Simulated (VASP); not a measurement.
Wanted: the native input for a VASP 6.6.1 run.

```
Task                   : single point
Functional             : r2SCAN
Potentials or basis    : VASP PAW PBE potentials, release 64 (Mg_sv, O)
Cutoff                 : 660 eV
k mesh                 : 10 × 10 × 10
Occupations            : gaussian, width 0.01 eV
Spin                   : no spin polarisation
Dipole correction      : no
Further INCAR settings : ALGO = Normal; EDIFF = 1e-06; NBANDS = 15
```

Crystal: MgO.

```
CELL_PARAMETERS angstrom
2.60359 -0.01976 -0.01976
-0.01976 2.60359 -0.01976
-0.01976 -0.01976 2.60359
ATOMIC_POSITIONS crystal
Mg 0.00000 0.00000 0.00000
O 0.50000 0.50000 0.50000
```

This cell differs from its parent crystal: strain along [111] -2.3%.

These files were run (other wordings do the same):

POSCAR

```
MgO
1.0
    2.6035865643     -0.0197625634     -0.0197625634
   -0.0197625634      2.6035865643     -0.0197625634
   -0.0197625634     -0.0197625634      2.6035865643
Mg O
1 1
Direct
    0.0000000000      0.0000000000      0.0000000000
    0.5000000000      0.5000000000      0.5000000000
```

INCAR.step1

```
  PREC = Accurate
  ENCUT = 660
  ISMEAR = 0
  SIGMA = 0.01
  LREAL = False
  LASPH = True
  NELM = 120
  NBANDS = 15
  GGA = PE
  ALGO = Normal
  EDIFF = 1E-5
  LWAVE = True
  LCHARG = False
  GGA_COMPAT = False
```

INCAR.step2

```
  PREC = Accurate
  ENCUT = 660
  EDIFF = 1E-6
  ISMEAR = 0
  SIGMA = 0.01
  LREAL = False
  LASPH = True
  NELM = 120
  ALGO = Normal
  ISIF = 2
  LWAVE = False
  LCHARG = False
  METAGGA = R2SCAN
  LMIXTAU = True
  NBANDS = 15
  ISTART = 1
  GGA_COMPAT = False
```

KPOINTS

```
regular mesh
0
Gamma
  10 10 10
```

Potentials or basis: VASP PAW PBE potentials, release 64 (Mg_sv, O).

Launch:

```console
$ cat potpaw_PBE.64/Mg_sv/POTCAR potpaw_PBE.64/O/POTCAR > POTCAR
$ cp INCAR.step1 INCAR
$ mpirun -np 1 vasp_std > vasp.out
$ cp INCAR.step2 INCAR
$ mpirun -np 1 vasp_std > vasp.out
```

It gave:

The pressure is 3.7 GPa. The band gap on the k mesh is 3.76 eV (least direct gap 4.80 eV).

Caveat: the cell differs from its parent crystal (strain along [111] -2.3%); the cell stands under pressure; the PAW data sets were made with another functional, which shifts forces and pressure a little.

Wall time 72 s on 1 thread of AMD EPYC 9R45 96-Core Processor (Zen 5), with other jobs on the host, peak memory 0.14 GiB.
